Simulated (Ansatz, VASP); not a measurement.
## One calculation of GaAs, two programs

INCAR

```
SYSTEM = GaAs
  PREC = Accurate
  ENCUT = 520
  EDIFF = 1E-6
  ISMEAR = 0
  SIGMA = 0.05
  LREAL = .FALSE.
  LASPH = .TRUE.
  NELM = 60
  ALGO = Normal
  ISIF = 2
  LWAVE = .FALSE.
  LCHARG = .FALSE.
  NBANDS = 16
```

KPOINTS

```
Automatic mesh
0
G
  8 8 8
  0 0 0
```

The input POSCAR:

```
GaAs
1.0
    0.0000000000      2.8268500000      2.8268500000
    2.8268500000      0.0000000000      2.8268500000
    2.8268500000      2.8268500000      0.0000000000
As Ga
1 1
Direct
    0.7500000000      0.7500000000      0.7500000000
    0.0000000000      0.0000000000      0.0000000000
```

Contents of input.yaml:

```yaml
crystal:
  lattice:
    - [0.0, 2.82685, 2.82685]
    - [2.82685, 0.0, 2.82685]
    - [2.82685, 2.82685, 0.0]
  atoms:
    - { symbol: As, position: [0.75, 0.75, 0.75] }
    - { symbol: Ga, position: [0.0, 0.0, 0.0] }
kpoints:
  mp_grid: { grid: [8, 8, 8] }
scf:
  occupations: { method: gaussian, width: 0.05 }
hamiltonian:
  xc: lda
  pseudopotentials: { kind: all_electron, lapw: { basis_error: 0.001 } }
output:
  forces: true
  stress: true
  eigenvalues: true
```

Alike in both runs: task single point; functional LDA; k mesh 8 × 8 × 8; occupations gaussian, width 0.05 eV; no spin polarisation.

|  | VASP | Ansatz |
| --- | --- | --- |
| version | VASP 6.6.1 | Ansatz 0.2.0 |
| potentials or method | VASP PAW LDA potentials, release 64 (As, Ga_d), cutoff 520 eV | all-electron LAPW, scalar-relativistic |

Ansatz gave:

- gap on the k mesh at the Fermi level (eV): 0.28
- least direct gap on the mesh (eV): 0.28
- pressure (GPa): -1.9

Which values does VASP return?

gap on the k mesh at the Fermi level (eV): 0.33; least direct gap on the mesh (eV): 0.33; pressure (GPa): -1.6.

LDA's correlation is that of Perdew and Zunger in VASP and of Perdew and Wang (1992) in Ansatz. Ansatz ran all-electron here, and VASP with PAW potentials.
